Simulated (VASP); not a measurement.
Crystal: Ca2Be.

```
Ca Be
1.0
     4.00392    0.00000    0.00000
    -2.00196    3.46750    0.00000
     0.00000    0.00000    4.32317
Ca Be
2 1
Direct
  0.33333 0.66667 0.50000
  0.66667 0.33333 0.50000
  0.00000 0.00000 0.00000
```

| Item | Value |
| --- | --- |
| Program | VASP 6.6.1 |
| Task | relaxation of cell and atoms |
| Functional | PBE |
| Potentials or basis | VASP PAW PBE potentials, release 64 (Ca_sv, Be) |
| Cutoff | 600 eV |
| k mesh | 6 × 6 × 4 |
| Occupations | gaussian, width 0.1 eV |
| Spin | no spin polarisation |

At the start: pressure 12.3 GPa; volume 20.01 Å³/atom.

Task: Where does the relaxation end?

Result: Over 10 steps the energy falls by 1231.5 meV/atom and the volume is 25.62 Å³/atom (+28.1 %); space group P6/mmm (No. 191, to 0.05 Å).

The path:
```csv
step,energy change (eV),largest force (eV/Å),pressure (GPa),volume (Å³)
1,0.0000,0.0000,12.28,60.02
2,-2.2937,0.0000,1.81,73.08
3,-3.2845,0.0000,-1.70,83.44
4,-2.6428,0.0000,-3.28,100.26
5,-3.5488,0.0000,-3.02,89.86
6,-3.5445,0.0000,-2.92,88.86
7,-3.6645,0.0000,-1.29,81.59
8,-3.6645,0.0000,-1.24,81.42
9,-3.6933,0.0000,-0.23,77.68
10,-3.6944,0.0000,0.05,76.87
```

Final structure:
```
Ca Be
1.0
     5.24921    0.00000    0.00000
    -2.62460    4.54595    0.00000
     0.00000    0.00000    3.22133
Ca Be
2 1
Direct
  0.33333 0.66667 0.50000
  0.66667 0.33333 0.50000
  0.00000 0.00000 0.00000
```

Caveat: the k points lie up to 0.49 Å⁻¹ apart in the final cell; the volume moved by over 15 % at a fixed basis, so the end points are rough.
